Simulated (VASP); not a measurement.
A run of VASP 6.6.1 is set up as follows.

Contents of INCAR:

```
PREC     = Accurate       # precision mode
ENCUT    = 500            # plane-wave cutoff, eV
EDIFF    = 1E-6           # SCF threshold, eV
ISMEAR   = 0              # smearing method
SIGMA    = 0.2            # smearing width, eV
LREAL    = F              # projectors in reciprocal space
LASPH    = T              # aspherical terms in the spheres
NELM     = 120            # most SCF steps
ALGO     = Normal         # electronic algorithm
ISIF     = 2              # what is computed and relaxed
LWAVE    = F              # write WAVECAR
LCHARG   = T              # write CHGCAR
GGA      = PE             # functional
LELF     = T              # ELF
LVHAR    = T            
NBANDS   = 24             # bands
GGA_COMPAT= F
```

KPOINTS

```
Automatic mesh
0
Gamma
  5 5 6
```

Contents of POSCAR:

```
W2Se
1.0
    4.5007007535     -0.0000000028      0.0000000000
   -2.2503503744      3.8977211888      0.0000000000
    0.0000000000      0.0000000000      2.8092031251
W Se
2 1
Direct
    0.3333333333      0.6666666667      0.1893093380
    0.6666666667      0.3333333333      0.8106906620
    0.0000000000      0.0000000000      0.0000000000
```

Potentials or basis: VASP PAW PBE potentials, release 64 (W_sv, Se).

Run with:

```sh
$ cat potpaw_PBE.64/W_sv/POTCAR potpaw_PBE.64/Se/POTCAR > POTCAR
$ mpirun -np 1 vasp_std > vasp.out
```

Task: Predict the pressure.

Result: 0.7 GPa.

Task: What does it give for the largest force?

Result: 0.005 eV/Å.

Task: Predict the band gap on the k mesh.

Result: Zero (bands 17 and 18 overlap by 1.75 eV).

Forces in eV/Å, atoms in the order of the input:
```
W    0.000  0.000  0.005
W    0.000  0.000 -0.005
Se   0.000  0.000  0.000
```

Caveat: the k points lie up to 0.37 Å⁻¹ apart, too coarse for converged energies and pressures of a metal; spin-orbit coupling is left out, which moves the levels of the heavy elements.
